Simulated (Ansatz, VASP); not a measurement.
**Two plane-wave programs on TiAl3**

```
Ti Al
1.0
     3.96071    0.00000    0.00000
     0.00000    3.96071    0.00000
     0.00000    0.00000    8.88149
Ti Al
2 6
Direct
  0.00000 0.00000 0.00000
  0.50000 0.50000 0.50000
  0.50000 0.50000 0.00000
  0.00000 0.50000 0.25000
  0.50000 0.00000 0.25000
  0.00000 0.00000 0.50000
  0.50000 0.00000 0.75000
  0.00000 0.50000 0.75000
```

Change from the starting cell: equal strain along all axes, cell held, atoms relaxed: +3.0 %.

Alike in both runs: task single point; functional PBE; k mesh 10 × 10 × 4; occupations gaussian, width 0.1 eV; no spin polarisation.

|  | VASP | Ansatz |
| --- | --- | --- |
| version | VASP 6.6.1 | Ansatz 0.2.0 |
| potentials or method | VASP PAW PBE potentials, release 64 (Ti_sv, Al), cutoff 520 eV | scalar-relativistic, plane waves, PAW |
| valence electrons in the cell | 42 | 42 |

Ansatz gave:

```
gap on the k mesh at the Fermi level (eV)                     : none
pressure (GPa)                                                : -7.8
traceless stress, the component that is largest in VASP (GPa) : 0.34
```

Question: What did VASP give for the same quantities?

Answer: gap on the k mesh at the Fermi level (eV): none; pressure (GPa): -7.8; traceless stress, the component that is largest in VASP (GPa): 0.35.

A gap of «none» marks a metal or a gap that the smearing closes.
